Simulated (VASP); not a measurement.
The system is NbC.

```xyz
2
Lattice="0.0000 2.2000 2.2000 2.2000 0.0000 2.2000 2.2000 2.2000 0.0000" Properties=species:S:1:pos:R:3 pbc="T T T"
Nb    0.0000    0.0000    0.0000
C     2.2000    2.2000    2.2000
```

Program: VASP 6.6.1. Alike in all runs: task single point; potentials or basis VASP PAW PBE potentials, release 64 (Nb_sv, C); no spin polarisation; cell as given; k mesh 10 × 10 × 10; cutoff (eV) 600; smearing gaussian 0.05 eV.

Question: Order these runs on this cell by their pressure, lowest first.
A. level PBE
B. level PBE+D3(BJ)
C. level PBEsol+D3(BJ)
D. level PBE+D4
E. level revPBE

Answer: C (3.5 GPa), B (10.6 GPa), D (13.0 GPa), A (18.7 GPa), E (21.5 GPa).

Caveats: pairwise dispersion overbinds metals, which lowers pressure and volume (some runs); the PAW data sets were made with another functional, which shifts forces and pressure a little (some runs); three body term missing (some runs).
